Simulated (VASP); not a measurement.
# BN in VASP: single point with PBE

Aim: the single point of BN with PBE.

Program: VASP 6.6.1. These are calculated values, not measurements. Logs are shortened: lines on timing, memory, paths and dates and some standing lists are left out, and cuts for length are marked.

## (1) The cell of the first run

The cell holds a sheet with vacuum, 2 atoms: a = 2.512 Å, b = 2.512 Å, c = 23.902 Å, α = 90.00°, β = 90.00°, γ = 120.00°.

## (2) Single point, PBE

Input file POSCAR:

```
BN
1.0
    2.5120600000     -0.0042300000      0.0000000000
   -1.2523700000      2.1776200000      0.0000000000
    0.0000000000      0.0000000000     23.9016000000
B N
1 1
Direct
    0.9940400000      0.9945700000      0.3137900000
    0.6607100000      0.3279100000      0.3137900000
```

Input file INCAR.step1:

```
PREC     = Accurate       # precision mode
ENCUT    = 520            # plane-wave cutoff, eV
EDIFF    = 1E-6           # SCF threshold, eV
ISMEAR   = -1             # smearing method
SIGMA    = 0.05           # smearing width, eV
LREAL    = False          # projectors in reciprocal space
LASPH    = True           # aspherical terms in the spheres
NELM     = 80             # most SCF steps
ALGO     = Normal         # electronic algorithm
ISIF     = 2              # what is computed and relaxed
LWAVE    = False          # write WAVECAR
LCHARG   = True           # write CHGCAR
LDIPOL   = True         
IDIPOL   = 3            
DIPOL    = 0.5 0.5 0.314
GGA      = PE             # functional
NBANDS   = 11             # bands
```

Input file KPOINTS.step1:

```
Automatic mesh
0
Gamma
  12 12 1
```

Input file INCAR.step2:

```
PREC     = Accurate       # precision mode
ENCUT    = 520            # plane-wave cutoff, eV
EDIFF    = 1E-6           # SCF threshold, eV
ISMEAR   = -5             # smearing method
SIGMA    = 0.05           # smearing width, eV
LREAL    = False          # projectors in reciprocal space
LASPH    = True           # aspherical terms in the spheres
NELM     = 80             # most SCF steps
ALGO     = Normal         # electronic algorithm
ISIF     = 2              # what is computed and relaxed
LWAVE    = False          # write WAVECAR
LCHARG   = False          # write CHGCAR
LDIPOL   = True         
IDIPOL   = 3            
DIPOL    = 0.5 0.5 0.314
GGA      = PE             # functional
LORBIT   = 11             # projections on sites
NEDOS    = 1001           # points of the DOS
ICHARG   = 11             # starting density
```

Input file KPOINTS.step2:

```
Automatic mesh
0
Gamma
  18 18 1
```

Potentials or basis: VASP PAW PBE potentials, release 64 (B, N).

The run is started by

```sh
$ cat potpaw_PBE.64/B/POTCAR potpaw_PBE.64/N/POTCAR > POTCAR
$ cp INCAR.step1 INCAR
$ cp KPOINTS.step1 KPOINTS
$ mpirun -np 1 vasp_std > vasp.out
$ cp INCAR.step2 INCAR
$ cp KPOINTS.step2 KPOINTS
$ mpirun -np 1 vasp_std > vasp.out
```

OUTCAR:

```text
PREC = Accurate
   ENCUT = 520
   EDIFF = 1E-6
   ISMEAR = -5
   LREAL = False
   LASPH = True
   NELM = 80
   ISIF = 2
   GGA = PE
   LORBIT = 11
   ICHARG = 11

 ion  position               nearest neighbor table
   1  0.994  0.995  0.314-   2 1.45   2 1.45   2 1.45
   2  0.661  0.328  0.314-   1 1.45   1 1.45   1 1.45

  LATTYP: Found a hexagonal cell.
 ALAT       =     2.5120635614
 C/A-ratio  =     9.5147274007

  Lattice vectors:

 A1 = (   2.5120600000,  -0.0042300000,   0.0000000000)
 A2 = (  -1.2523700000,   2.1776200000,   0.0000000000)
 A3 = (   0.0000000000,   0.0000000000,  23.9016000000)

Analysis of symmetry for initial positions (statically):
=====================================================================
 Subroutine PRICEL returns:
 Original cell was already a primitive cell.

 Routine SETGRP: Setting up the symmetry group for a
 hexagonal supercell.

 Subroutine GETGRP returns: Found  4 space group operations
 (whereof  1 operations were pure point group operations)
 out of a pool of 24 trial point group operations.

The static configuration has the point symmetry C_1 .
 The point group associated with its full space group is C_2v.

Analysis of symmetry for dynamics (positions and initial velocities):
=====================================================================
 Subroutine PRICEL returns:
 Original cell was already a primitive cell.

 Routine SETGRP: Setting up the symmetry group for a
 hexagonal supercell.

 Subroutine GETGRP returns: Found  4 space group operations
 (whereof  1 operations were pure point group operations)
 out of a pool of 24 trial point group operations.

The dynamic configuration has the point symmetry C_1 .
 The point group associated with its full space group is C_2v.

 Subroutine INISYM returns: Found  4 space group operations
 (whereof  1 operations are pure point group operations),
 and found     1 'primitive' translations

----------------------------------------------------------------------------------------

                                     Primitive cell

  volume of cell :     130.6226

  direct lattice vectors                    reciprocal lattice vectors
     2.512060000 -0.004230000  0.000000000     0.398465543  0.229161329  0.000000000
    -1.252370000  2.177620000  0.000000000     0.000774014  0.459662086  0.000000000
     0.000000000  0.000000000 23.901600000     0.000000000  0.000000000  0.041838203

  length of vectors
     2.512063561  2.512062794 23.901600000     0.459662598  0.459662738  0.041838203

  position of ions in fractional coordinates (direct lattice)
     0.994040000  0.994570000  0.313790000
     0.660710000  0.327910000  0.313790000

  ion indices of the primitive-cell ions
   primitive index   ion index
                 1           1
                 2           2

----------------------------------------------------------------------------------------

 KPOINTS: Automatic mesh

Automatic generation of k-mesh.
 Grid dimensions read from file:
 generate k-points for:   18   18    1

 Generating k-lattice:

  Cartesian coordinates                     Fractional coordinates (reciprocal lattice)
     0.022136975  0.012731185  0.000000000     0.055555556  0.000000000  0.000000000
     0.000043001  0.025536783  0.000000000    -0.000000000  0.055555556  0.000000000
     0.000000000  0.000000000  0.041838203     0.000000000  0.000000000  1.000000000

  Length of vectors
     0.025536811  0.025536819  0.041838203

  Shift w.r.t. Gamma in fractional coordinates (k-lattice)
     0.000000000  0.000000000  0.000000000

 TETIRR: Found    495 inequivalent tetrahedra from     1944

 Subroutine IBZKPT returns following result:
 ===========================================

 Found     91 irreducible k-points:

 Following reciprocal coordinates:
            Coordinates               Weight
  0.000000  0.000000  0.000000      1.000000
  0.055556  0.000000  0.000000      4.000000
  0.000000  0.055556  0.000000      2.000000
  0.111111  0.000000  0.000000      4.000000
  0.000000  0.111111  0.000000      2.000000
  0.166667  0.000000  0.000000      4.000000
[... 16 lines left out ...]
 -0.055556  0.166667  0.000000      4.000000
 -0.166667  0.111111  0.000000      4.000000
 [... further k-points ...]
   k-points           NKPTS =     91   k-points in BZ     NKDIM =     91   number of bands    NBANDS=      8
   number of dos      NEDOS =   1001   number of ions     NIONS =      2
   total plane-waves  NPLWV =  72000
   dimension x,y,z NGX =    20 NGY =   20 NGZ =  180
   dimension x,y,z NGXF=    40 NGYF=   40 NGZF=  360
   ions per type =               1   1
   NGX,Y,Z   is equivalent  to a cutoff of  13.24, 13.24, 12.52 a.u.
   NGXF,Y,Z  is equivalent  to a cutoff of  26.47, 26.47, 25.04 a.u.
 SYSTEM =  unknown system
   PREC   = accura    normal or accurate (medium, high low for compatibility)
   ISTART =      0    job   : 0-new  1-cont  2-samecut
   ICHARG =     11    charge: 1-file 2-atom 10-const
   ISPIN  =      1    spin polarized calculation?
   LNONCOLLINEAR =      F non collinear calculations
   LSORBIT =      F    spin-orbit coupling
   LASPH  =      T    aspherical Exc in radial PAW
   ENCUT  =  520.0 eV  38.22 Ry    6.18 a.u.   4.67  4.67 44.44*2*pi/ulx,y,z
   NELM   =     80;   NELMIN=  2; NELMDL=  0     # of ELM steps
   EDIFF  = 0.1E-05   stopping-criterion for ELM
   LREAL  =      F    real-space projection
   EDIFFG = 0.1E-04   stopping-criterion for IOM
   NSW    =      0    number of steps for IOM
   IBRION =     -1    ionic relax: 0-MD 1-quasi-New 2-CG
   NFREE  =      0    steps in history (QN), initial steepest desc. (CG)
   ISIF   =      2    stress and relaxation
   ISYM   =      2    0-nonsym 1-usesym 2-fastsym
   POTIM  = 0.5000    time-step for ionic-motion
   TEBEG  =    0.0;   TEEND  =   0.0 temperature during run
   PSTRESS=    0.0 pullay stress
   NELECT =       8.0000    total number of electrons
   NUPDOWN=      -1.0000    fix difference up-down
   EMIN   =  10.00;   EMAX   =-10.00  energy-range for DOS
   EFERMI =   0.00;   METHOD = LEGACY
   ISMEAR =    -5;   SIGMA  =   0.05  broadening in eV -4-tet -1-fermi 0-gaus
   EFERMI_NEDOS =   21; number of points for ismear=-14 and -15
   IALGO  =     38    algorithm
   IMIX   =      4    mixing-type and parameters
     AMIX     =   0.40;   BMIX     =  1.00
     AMIX_MAG =   1.60;   BMIX_MAG =  1.00
  volume/ion in A,a.u.               =      65.31       440.74
  Fermi-wavevector in a.u.,A,eV,Ry     =   0.645306  1.219451  5.665728  0.416419
  Thomas-Fermi vector in A             =   1.712918
   LORBIT       =     11    0 simple, 1 ext, 2 COOP (PROOUT), +10 PAW based schemes
   GGA     = PE    functional components
   LHFCALC =     F    Hartree Fock is set to
   AEXX    =    0.0000 exact exchange contribution
   IVDW    =     0    specifies the selected vdW correction
   LEPSILON=     F    determine dielectric tensor
   LRPA    =     F    only Hartree local field effects (RPA)
 non-spin polarized calculation
 Fermi weights with tetrahedron method with Bloechl corrections
  energy-cutoff  :      520.00
  volume of cell :      130.62
 maximum number of plane-waves:      3557

 number of electron       7.9999999 magnetization

 dipolmoment           0.000000      0.000000     -0.000000 electrons x Angstroem

 Free energy of the ion-electron system (eV)
  ---------------------------------------------------
  ext. energy  EPLUGINS =         0.00000000
  ---------------------------------------------------
  free energy    TOTEN  =       -17.60061226 eV

  energy without entropy =      -17.60061226  energy(sigma->0) =      -17.60061226

 E-fermi :  -4.6913     XC(G=0):  -1.7676

 val. band max:       -4.6958022520   @ k =   0.3333   0.3333   0.0000
 cond. band min:      -0.0333472546   @ k =   0.3333   0.3333   0.0000
 fundamental gap:      4.6624549974
 Fermi energy:        -4.6912579641

 k-point     1 :       0.0000    0.0000    0.0000
  band No.  band energies     occupation
      1     -22.3102      2.00000
      2      -9.8959      2.00000
      3      -6.0482      2.00000
      4      -6.0479      2.00000
      5      -0.0037      0.00000
      6       0.8929      0.00000
      7       1.2017      0.00000
      8       1.7710      0.00000

 k-point     2 :       0.0556    0.0000    0.0000
  band No.  band energies     occupation
      1     -22.2511      2.00000
      2      -9.8166      2.00000
      3      -6.3026      2.00000
      4      -6.1654      2.00000
      5       0.0990      0.00000
      6       0.9869      0.00000
      7       1.3000      0.00000
      8       1.8666      0.00000

 k-point     3 :       0.0000    0.0556    0.0000
  band No.  band energies     occupation
      1     -22.2511      2.00000
      2      -9.8166      2.00000
      3      -6.3028      2.00000
      4      -6.1652      2.00000
      5       0.0990      0.00000
      6       0.9869      0.00000
      7       1.3000      0.00000
      8       1.8666      0.00000
[... 210 lines left out ...]
 k-point    23 :      -0.0556    0.1667    0.0000
  band No.  band energies     occupation
      1     -21.9014      2.00000
      2      -9.3462      2.00000
      3      -7.5841      2.00000
      4      -6.8137      2.00000
      5       0.6943      0.00000
      6       1.5449      0.00000
      7       1.8888      0.00000
      8       2.4362      0.00000

 k-point    24 :      -0.1667    0.1111    0.0000
  band No.  band energies     occupation
      1     -21.9013      2.00000
      2      -9.3462      2.00000
      3      -7.5839      2.00000
      4      -6.8139      2.00000
      5       0.6943      0.00000
      6       1.5449      0.00000
      7       1.8888      0.00000
      8       2.4362      0.00000

 [... further k-points ...]

------------------------ aborting loop because EDIFF is reached ----------------------------------------

 vacuum level on the upper side and lower side of the slab       (xc-potential included)        -0.012        -0.012

  FORCE on cell =-STRESS in cart. coord.  units (eV):
  Direction    XX          YY          ZZ          XY          YZ          ZX
  --------------------------------------------------------------------------------------
  -------------------------------------------------------------------------------------
  Total        0.0184745      0.0187082     -0.0184951      0.0000004      0.0000000      0.0000000
  in kB        0.2266027      0.2294690     -0.2268549      0.0000045      0.0000000      0.0000000
  external PRESSURE =       0.0764056 kB  Pullay stress =       0.0000000 kB

 VOLUME and BASIS-vectors are now :
 -----------------------------------------------------------------------------
  energy-cutoff  :      520.00
  volume of cell :      130.62
      direct lattice vectors                 reciprocal lattice vectors
     2.512060000 -0.004230000  0.000000000     0.398465543  0.229161329  0.000000000
    -1.252370000  2.177620000  0.000000000     0.000774014  0.459662086  0.000000000
     0.000000000  0.000000000 23.901600000     0.000000000  0.000000000  0.041838203

 POSITION                                       TOTAL-FORCE (eV/Angst)
 -----------------------------------------------------------------------------------
      1.25152      2.16159      7.50008         0.000001      0.000577      0.000000
      1.24908      0.71127      7.50008        -0.000001     -0.000577      0.000000
 -----------------------------------------------------------------------------------
    total drift:                                0.000091      0.000035      0.000005

  FREE ENERGIE OF THE ION-ELECTRON SYSTEM (eV)
  ---------------------------------------------------
  free  energy   TOTEN  =       -17.6006122567 eV

  energy  without entropy=      -17.6006122567  energy(sigma->0) =      -17.60061226

 vacuum level on the upper side and lower side of the slab         1.110         1.110

 total charge

# of ion       s       p       d       tot
------------------------------------------
    1        0.740   1.414   0.000   2.155
    2        1.224   2.788   0.000   4.011
--------------------------------------------------
tot          1.964   4.202   0.000   6.166
```

It took 3.6 min on 1 thread of Intel Xeon 8259CL, shared host; peak memory 0.29 GiB.

Results:

* Valence electrons inside the program's atomic spheres: B 2.15; N 4.01

Levels at points of the mesh, in eV from the valence-band top:
```csv
k point,band 1,band 2,band 3,band 4,band 5,band 6,band 7,band 8
"(0.00, 0.00, 0.00)",-17.61,-5.20,-1.35,-1.35,4.69,5.59,5.90,6.47
"(0.50, 0.00, 0.00)",-14.56,-8.85,-4.12,-0.90,4.78,9.66,12.44,12.89
"(0.00, 0.50, 0.00)",-14.56,-8.85,-4.12,-0.90,4.78,9.66,12.44,12.89
```
